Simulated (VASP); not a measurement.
# AlRu (CsCl type) (Pm-3m) in VASP: further runs

Runs on AlRu (CsCl type). Level: PBE. Tasks: single point, relaxation of cell and atoms.

Program: VASP 6.6.1. These are calculated values, not measurements. Logs are shortened: lines on timing, memory, paths and dates and some standing lists are left out, and cuts for length are marked.

### Step 1. The cell of the first run

The structure is cubic, space group Pm-3m (No. 221). The conventional cell has a = 2.892 Å, b = 2.892 Å, c = 2.892 Å, α = 90.00°, β = 90.00°, γ = 90.00°. Ru (site symmetry m-3m) has 8 Al at 2.50 Å and 6 Ru at 2.89 Å within 3.3 Å. Al (site symmetry m-3m) has 8 Ru at 2.50 Å and 6 Al at 2.89 Å within 3.3 Å.

### Step 2. Single point, PBE

File INCAR:

```
PREC = Accurate ; ENCUT = 520
EDIFF = 1E-7 ; ISMEAR = -1
SIGMA = 0.1 ; LREAL = F
LASPH = T ; NELM = 60
ALGO = Normal ; ISIF = 2
LWAVE = F ; LCHARG = F
GGA = PE ; NBANDS = 16
```

File KPOINTS:

```
regular mesh
0
Gamma
  14 14 14
```

File POSCAR:

```
AlRu
1.0
    2.8919033783      0.0000000000      0.0000000000
    0.0000000000      2.8919033783      0.0000000000
    0.0000000000      0.0000000000      2.8919033783
Ru Al
1 1
Direct
    0.0000000000      0.0000000000      0.0000000000
    0.5000000000      0.5000000000      0.5000000000
```

Potentials or basis: VASP PAW PBE potentials, release 64 (Ru_pv, Al).

On the command line:

```
> cat potpaw_PBE.64/Ru_pv/POTCAR potpaw_PBE.64/Al/POTCAR > POTCAR
> mpirun -np 1 vasp_std > vasp.out
```

OUTCAR:

```text
PREC = Accurate
   ENCUT = 520
   EDIFF = 1E-7
   ISMEAR = -1
   LREAL = F
   LASPH = T
   NELM = 60
   ISIF = 2
   GGA = PE

 ion  position               nearest neighbor table
   1  0.000  0.000  0.000-   2 2.50   2 2.50   2 2.50   2 2.50   2 2.50   2 2.50   2 2.50   2 2.50

   2  0.500  0.500  0.500-   1 2.50   1 2.50   1 2.50   1 2.50   1 2.50   1 2.50   1 2.50   1 2.50

  LATTYP: Found a simple cubic cell.
 ALAT       =     2.8919033783

  Lattice vectors:

 A1 = (   2.8919033783,   0.0000000000,   0.0000000000)
 A2 = (   0.0000000000,   2.8919033783,   0.0000000000)
 A3 = (   0.0000000000,   0.0000000000,   2.8919033783)

Analysis of symmetry for initial positions (statically):
=====================================================================
 Subroutine PRICEL returns:
 Original cell was already a primitive cell.

 Routine SETGRP: Setting up the symmetry group for a
 simple cubic supercell.

 Subroutine GETGRP returns: Found 48 space group operations
 (whereof 48 operations were pure point group operations)
 out of a pool of 48 trial point group operations.

The static configuration has the point symmetry O_h .

Analysis of symmetry for dynamics (positions and initial velocities):
=====================================================================
 Subroutine PRICEL returns:
 Original cell was already a primitive cell.

 Routine SETGRP: Setting up the symmetry group for a
 simple cubic supercell.

 Subroutine GETGRP returns: Found 48 space group operations
 (whereof 48 operations were pure point group operations)
 out of a pool of 48 trial point group operations.

The dynamic configuration has the point symmetry O_h .

 Subroutine INISYM returns: Found 48 space group operations
 (whereof 48 operations are pure point group operations),
 and found     1 'primitive' translations

----------------------------------------------------------------------------------------

                                     Primitive cell

  volume of cell :      24.1853

  direct lattice vectors                    reciprocal lattice vectors
     2.891903378  0.000000000  0.000000000     0.345793019  0.000000000  0.000000000
     0.000000000  2.891903378  0.000000000     0.000000000  0.345793019  0.000000000
     0.000000000  0.000000000  2.891903378     0.000000000  0.000000000  0.345793019

  length of vectors
     2.891903378  2.891903378  2.891903378     0.345793019  0.345793019  0.345793019

  position of ions in fractional coordinates (direct lattice)
     0.000000000  0.000000000  0.000000000
     0.500000000  0.500000000  0.500000000

  ion indices of the primitive-cell ions
   primitive index   ion index
                 1           1
                 2           2

----------------------------------------------------------------------------------------

 KPOINTS: regular mesh

Automatic generation of k-mesh.
 Grid dimensions read from file:
 generate k-points for:   14   14   14

 Generating k-lattice:

  Cartesian coordinates                     Fractional coordinates (reciprocal lattice)
     0.024699501  0.000000000  0.000000000     0.071428571  0.000000000  0.000000000
     0.000000000  0.024699501  0.000000000     0.000000000  0.071428571  0.000000000
     0.000000000  0.000000000  0.024699501     0.000000000  0.000000000  0.071428571

  Length of vectors
     0.024699501  0.024699501  0.024699501

  Shift w.r.t. Gamma in fractional coordinates (k-lattice)
     0.000000000  0.000000000  0.000000000

 Subroutine IBZKPT returns following result:
 ===========================================

 Found    120 irreducible k-points:

 Following reciprocal coordinates:
            Coordinates               Weight
  0.000000  0.000000  0.000000      1.000000
  0.071429  0.000000  0.000000      6.000000
  0.142857  0.000000  0.000000      6.000000
  0.214286  0.000000  0.000000      6.000000
  0.285714  0.000000  0.000000      6.000000
  0.357143  0.000000  0.000000      6.000000
[... 16 lines left out ...]
  0.285714  0.214286  0.000000     24.000000
  0.357143  0.214286  0.000000     24.000000
 [... further k-points ...]
   k-points           NKPTS =    120   k-points in BZ     NKDIM =    120   number of bands    NBANDS=     16
   number of dos      NEDOS =    301   number of ions     NIONS =      2
   total plane-waves  NPLWV =  13824
   dimension x,y,z NGX =    24 NGY =   24 NGZ =   24
   dimension x,y,z NGXF=    48 NGYF=   48 NGZF=   48
   ions per type =               1   1
   NGX,Y,Z   is equivalent  to a cutoff of  13.80, 13.80, 13.80 a.u.
   NGXF,Y,Z  is equivalent  to a cutoff of  27.59, 27.59, 27.59 a.u.
 SYSTEM =  unknown system
   PREC   = accura    normal or accurate (medium, high low for compatibility)
   ISTART =      0    job   : 0-new  1-cont  2-samecut
   ICHARG =      2    charge: 1-file 2-atom 10-const
   ISPIN  =      1    spin polarized calculation?
   LNONCOLLINEAR =      F non collinear calculations
   LSORBIT =      F    spin-orbit coupling
   LASPH  =      T    aspherical Exc in radial PAW
   ENCUT  =  520.0 eV  38.22 Ry    6.18 a.u.   5.38  5.38  5.38*2*pi/ulx,y,z
   NELM   =     60;   NELMIN=  2; NELMDL= -5     # of ELM steps
   EDIFF  = 0.1E-06   stopping-criterion for ELM
   LREAL  =      F    real-space projection
   EDIFFG = 0.1E-05   stopping-criterion for IOM
   NSW    =      0    number of steps for IOM
   IBRION =     -1    ionic relax: 0-MD 1-quasi-New 2-CG
   NFREE  =      0    steps in history (QN), initial steepest desc. (CG)
   ISIF   =      2    stress and relaxation
   ISYM   =      2    0-nonsym 1-usesym 2-fastsym
   POTIM  = 0.5000    time-step for ionic-motion
   TEBEG  =    0.0;   TEEND  =   0.0 temperature during run
   PSTRESS=    0.0 pullay stress
   NELECT =      17.0000    total number of electrons
   NUPDOWN=      -1.0000    fix difference up-down
   EMIN   =  10.00;   EMAX   =-10.00  energy-range for DOS
   EFERMI =   0.00;   METHOD = LEGACY
   ISMEAR =    -1;   SIGMA  =   0.10  broadening in eV -4-tet -1-fermi 0-gaus
   EFERMI_NEDOS =   21; number of points for ismear=-14 and -15
   IALGO  =     38    algorithm
   IMIX   =      4    mixing-type and parameters
     AMIX     =   0.40;   BMIX     =  1.00
     AMIX_MAG =   1.60;   BMIX_MAG =  1.00
  volume/ion in A,a.u.               =      12.09        81.61
  Fermi-wavevector in a.u.,A,eV,Ry     =   1.455595  2.750677 28.827455  2.118758
  Thomas-Fermi vector in A             =   2.572612
   LORBIT       =      0    0 simple, 1 ext, 2 COOP (PROOUT), +10 PAW based schemes
   GGA     = PE    functional components
   LHFCALC =     F    Hartree Fock is set to
   AEXX    =    0.0000 exact exchange contribution
   IVDW    =     0    specifies the selected vdW correction
   LEPSILON=     F    determine dielectric tensor
   LRPA    =     F    only Hartree local field effects (RPA)
 non-spin polarized calculation
  energy-cutoff  :      520.00
  volume of cell :       24.19
 maximum number of plane-waves:       672
 NGX is ok and might be reduce to    24
   NGX = 11   NGY = 11   NGZ = 11

 number of electron      17.0000002 magnetization

 Free energy of the ion-electron system (eV)
  ---------------------------------------------------
  ext. energy  EPLUGINS =         0.00000000
  ---------------------------------------------------
  free energy    TOTEN  =       -14.03276609 eV

  energy without entropy =      -13.98471658  energy(sigma->0) =      -14.00874134

 E-fermi :  12.2349     XC(G=0): -13.0967

 val. band max:       12.2343815364   @ k =   0.3571   0.1429   0.0000
 cond. band min:      12.2403569490   @ k =   0.5000   0.2857   0.1429
 fundamental gap:      0.0059754126
 Fermi energy:        12.2348666175

 k-point     1 :       0.0000    0.0000    0.0000
  band No.  band energies     occupation
      1     -29.5721      2.00000
      2     -29.5721      2.00000
      3     -29.5721      2.00000
      4       1.9418      2.00000
      5       8.0649      2.00000
      6       8.0649      2.00000
[... 8 lines left out ...]
     15      24.3461      0.00000
     16      29.3589      0.00000

 k-point     2 :       0.0714    0.0000    0.0000
  band No.  band energies     occupation
      1     -29.5875      2.00000
      2     -29.5708      2.00000
      3     -29.5708      2.00000
      4       2.0494      2.00000
      5       8.1044      2.00000
      6       8.1112      2.00000
[... 8 lines left out ...]
     15      24.3464      0.00000
     16      29.6629      0.00000

 k-point     3 :       0.1429    0.0000    0.0000
  band No.  band energies     occupation
      1     -29.6306      2.00000
      2     -29.5671      2.00000
      3     -29.5671      2.00000
      4       2.3660      2.00000
      5       8.2183      2.00000
      6       8.2218      2.00000
[... 8 lines left out ...]
     15      25.0186      0.00000
     16      30.6011      0.00000

 k-point     4 :       0.2143    0.0000    0.0000
  band No.  band energies     occupation
      1     -29.6925      2.00000
      2     -29.5619      2.00000
      3     -29.5619      2.00000
      4       2.8741      2.00000
      5       8.3063      2.00000
      6       8.3910      2.00000
[... 8 lines left out ...]
     15      25.6880      0.00000
     16      30.4008      0.00000

 k-point     5 :       0.2857    0.0000    0.0000
  band No.  band energies     occupation
      1     -29.7605      2.00000
      2     -29.5560      2.00000
      3     -29.5560      2.00000
      4       3.5466      2.00000
      5       8.2181      2.00000
      6       8.5959      2.00000
[... 8 lines left out ...]
     15      26.1298      0.00000
     16      29.1463      0.00000

 k-point     6 :       0.3571    0.0000    0.0000
  band No.  band energies     occupation
      1     -29.8213      2.00000
      2     -29.5507      2.00000
      3     -29.5507      2.00000
      4       4.3469      2.00000
      5       7.8299      2.00000
      6       8.7945      2.00000
[... 8 lines left out ...]
     15      26.3571      0.00000
     16      27.9153      0.00000

 k-point     7 :       0.4286    0.0000    0.0000
  band No.  band energies     occupation
      1     -29.8630      2.00000
      2     -29.5470      2.00000
      3     -29.5470      2.00000
      4       5.2182      2.00000
      5       7.1602      2.00000
      6       8.9412      2.00000
[... 8 lines left out ...]
     15      26.4048      0.00000
     16      26.8445      0.00000

 k-point     8 :       0.5000    0.0000    0.0000
  band No.  band energies     occupation
      1     -29.8779      2.00000
      2     -29.5457      2.00000
      3     -29.5457      2.00000
      4       5.8692      2.00000
      5       6.5637      2.00000
      6       8.9956      2.00000
[... 8 lines left out ...]
     15      26.3210      0.00000
     16      26.3210      0.00000

 k-point     9 :       0.0714    0.0714    0.0000
  band No.  band energies     occupation
      1     -29.5870      2.00000
      2     -29.5854      2.00000
      3     -29.5695      2.00000
      4       2.1561      2.00000
      5       8.1456      2.00000
      6       8.1574      2.00000
[... 8 lines left out ...]
     15      24.3480      0.00000
     16      29.9442      0.00000
[... 172 lines left out ...]
 k-point    19 :       0.3571    0.1429    0.0000
  band No.  band energies     occupation
      1     -29.8141      2.00000
      2     -29.6069      2.00000
      3     -29.5457      2.00000
      4       4.6636      2.00000
      5       7.8640      2.00000
      6       9.0140      2.00000
[... 8 lines left out ...]
     15      26.4728      0.00000
     16      27.6113      0.00000

 k-point    20 :       0.4286    0.1429    0.0000
  band No.  band energies     occupation
      1     -29.8555      2.00000
      2     -29.6029      2.00000
      3     -29.5420      2.00000
      4       5.4981      2.00000
      5       7.1750      2.00000
      6       9.1806      2.00000
[... 8 lines left out ...]
     15      25.2561      0.00000
     16      26.4898      0.00000

 k-point    21 :       0.5000    0.1429    0.0000
  band No.  band energies     occupation
      1     -29.8701      2.00000
      2     -29.6014      2.00000
      3     -29.5407      2.00000
      4       6.3273      2.00000
      5       6.3871      2.00000
      6       9.2485      2.00000
[... 8 lines left out ...]
     15      24.8768      0.00000
     16      25.7373      0.00000

 k-point    22 :       0.2143    0.2143    0.0000
  band No.  band energies     occupation
      1     -29.6839      2.00000
      2     -29.6760      2.00000
      3     -29.5515      2.00000
      4       3.7209      2.00000
      5       8.4365      2.00000
      6       8.8644      2.00000
[... 8 lines left out ...]
     15      27.4855      0.00000
     16      28.3005      0.00000

 k-point    23 :       0.2857    0.2143    0.0000
  band No.  band energies     occupation
      1     -29.7469      2.00000
      2     -29.6726      2.00000
      3     -29.5456      2.00000
      4       4.3123      2.00000
      5       8.2768      2.00000
      6       9.1003      2.00000
[... 8 lines left out ...]
     15      27.1139      0.00000
     16      28.4374      0.00000

 k-point    24 :       0.3571    0.2143    0.0000
  band No.  band energies     occupation
      1     -29.8064      2.00000
      2     -29.6663      2.00000
      3     -29.5403      2.00000
      4       4.9932      2.00000
      5       7.8608      2.00000
      6       9.3057      2.00000
[... 8 lines left out ...]
     15      25.8610      0.00000
     16      27.4590      0.00000

 [... further k-points ...]

------------------------ aborting loop because EDIFF is reached ----------------------------------------

  FORCE on cell =-STRESS in cart. coord.  units (eV):
  Direction    XX          YY          ZZ          XY          YZ          ZX
  --------------------------------------------------------------------------------------
  -------------------------------------------------------------------------------------
  Total        4.5347419      4.5347419      4.5347419      0.0000000      0.0000000     -0.0000000
  in kB      300.4082245    300.4082245    300.4082245      0.0000000      0.0000000     -0.0000000
  external PRESSURE =     300.4082245 kB  Pullay stress =       0.0000000 kB

 VOLUME and BASIS-vectors are now :
 -----------------------------------------------------------------------------
  energy-cutoff  :      520.00
  volume of cell :       24.19
      direct lattice vectors                 reciprocal lattice vectors
     2.891903378  0.000000000  0.000000000     0.345793019  0.000000000  0.000000000
     0.000000000  2.891903378  0.000000000     0.000000000  0.345793019  0.000000000
     0.000000000  0.000000000  2.891903378     0.000000000  0.000000000  0.345793019

 POSITION                                       TOTAL-FORCE (eV/Angst)
 -----------------------------------------------------------------------------------
      0.00000      0.00000      0.00000         0.000000      0.000000      0.000000
      1.44595      1.44595      1.44595         0.000000      0.000000      0.000000
 -----------------------------------------------------------------------------------
    total drift:                                0.000000      0.000000      0.000000

  FREE ENERGIE OF THE ION-ELECTRON SYSTEM (eV)
  ---------------------------------------------------
  free  energy   TOTEN  =       -14.0327660896 eV

  energy  without entropy=      -13.9847165829  energy(sigma->0) =      -14.00874134
```

Run time: 38 s. Hardware: 1 thread of Intel Xeon 8259CL, shared host; peak memory 0.17 GiB.

Results:

- Free energy: -14.0328 eV
- Pressure: 30.0 GPa
- Band gap on the k mesh: zero (an odd number of electrons rules out a gap without spin polarisation)

Levels at points of the mesh, in eV from the Fermi level:
```csv
k point,band 5,band 6,band 7,band 8,band 9,band 10,band 11,band 12,band 13,band 14
"(0.00, 0.00, 0.00)",-4.17,-4.17,0.20,0.20,0.20,6.58,6.58,6.58,11.58,11.58
"(0.50, 0.00, 0.00)",-5.67,-3.24,-1.85,-1.85,0.50,2.69,7.35,11.56,11.56,12.11
"(0.50, 0.50, 0.00)",-3.51,-1.44,-1.44,-1.39,-1.39,1.80,6.02,7.32,11.41,12.11
"(0.50, 0.50, 0.50)",-5.25,-5.25,1.91,1.91,3.20,4.39,4.39,4.39,9.53,9.53
```

Caveat: the cell stands under pressure.

(Part 1 of 2 ends here.)
